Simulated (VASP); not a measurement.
Set up this calculation in VASP 6.6.1, as the native input.

| Quantity | Value |
| --- | --- |
| Task | single point |
| Functional | PBE |
| Potentials or basis | VASP PAW PBE potentials, release 64 (B, Ru_pv) |
| Cutoff | 520 eV |
| k mesh | 12 × 12 × 12 |
| Occupations | gaussian, width 0.1 eV |
| Spin | no spin polarisation |
| Dipole correction | no |
| Further INCAR settings | ALGO = Normal; EDIFF = 1e-07; NBANDS = 21 |

The structure of B4Ru lies in POSCAR:

```
B4Ru
1.0
   -2.3623720175      2.3623720175      2.3623720175
    2.3623720175     -2.3623720175      2.3623720175
    2.3623720175      2.3623720175     -2.3623720175
B Ru
4 1
Direct
    0.5000000000      0.5000000000      0.5000000000
    0.5000000000      0.0000000000      0.0000000000
    0.0000000000      0.0000000000      0.5000000000
    0.0000000000      0.5000000000      0.0000000000
    0.0000000000      0.0000000000      0.0000000000
```

The input as run:

INCAR

```
SYSTEM = B4Ru
  ALGO = Normal
  EDIFF = 1E-7
  ENCUT = 520
  GGA = PE
  ISIF = 2
  ISMEAR = 0
  LASPH = .True.
  LCHARG = .True.
  LELF = .True.
  LREAL = .False.
  LVHAR = .True.
  LWAVE = .False.
  NBANDS = 21
  NELM = 100
  PREC = Accurate
  SIGMA = 0.1
```

KPOINTS

```
k-points
0
Gamma
  12 12 12
  0 0 0
```

Potentials or basis: VASP PAW PBE potentials, release 64 (B, Ru_pv).

Command:

```console
$ cat potpaw_PBE.64/B/POTCAR potpaw_PBE.64/Ru_pv/POTCAR > POTCAR
$ mpirun -np 1 vasp_std > vasp.out
```

Results of the run:

```json
{
 "Pressure": "0.0 GPa",
 "Band gap on the k mesh": "zero (band 13 reaches 8.46 eV, above the bottom of band 14 at 4.48 eV)"
}
```

It took 58 s on 1 thread of Intel Xeon 6975P-C, on a shared host, peak memory 0.22 GiB.
